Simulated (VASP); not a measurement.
A run of VASP 6.6.1 is set up as follows.

File POSCAR:

```
Mg
1.0
    3.2382368192      0.0000000000      0.0000000000
   -1.6191184096      2.8043953489      0.0000000000
    0.0000000000      0.0000000000     10.2410387460
Mg
4
Direct
    0.0000000000      0.0000000000      0.0000000000
    0.3333333333      0.6666666667      0.2500000000
    0.0000000000      0.0000000000      0.5000000000
    0.6666666667      0.3333333333      0.7500000000
```

The input INCAR.step1:

```
PREC = Accurate ; ENCUT = 520
ISMEAR = 0 ; SIGMA = 0.1
LREAL = False ; LASPH = True
NELM = 100 ; NBANDS = 12
GGA = PE ; ALGO = Normal
EDIFF = 1E-4 ; LWAVE = True
LCHARG = False
```

The input INCAR.step2:

```
PREC = Accurate ; ENCUT = 520
EDIFF = 1E-6 ; ISMEAR = 0
SIGMA = 0.1 ; LREAL = False
LASPH = True ; NELM = 100
ALGO = Normal ; ISIF = 2
LWAVE = False ; LCHARG = False
METAGGA = R2SCAN ; LMIXTAU = True
NBANDS = 12 ; ISTART = 1
```

File KPOINTS:

```
regular mesh
0
Gamma
  18 18 6
```

Potentials or basis: VASP PAW PBE potentials, release 64 (Mg).

The run is started by

```console
$ cat potpaw_PBE.64/Mg/POTCAR > POTCAR
$ cp INCAR.step1 INCAR
$ mpirun -np 1 vasp_std > vasp.out
$ cp INCAR.step2 INCAR
$ mpirun -np 1 vasp_std > vasp.out
```

(1) What does it give for the pressure?

(2) What does it give for the band gap on the k mesh?

Results:

(1) -1.2 GPa.

(2) zero (bands 4 and 5 overlap by 2.00 eV).

Caveat: the cell differs from its parent crystal (biaxial strain in the a-b plane: +1.5 %, then relaxed in part); the PAW data sets were made with another functional, which shifts forces and pressure a little.
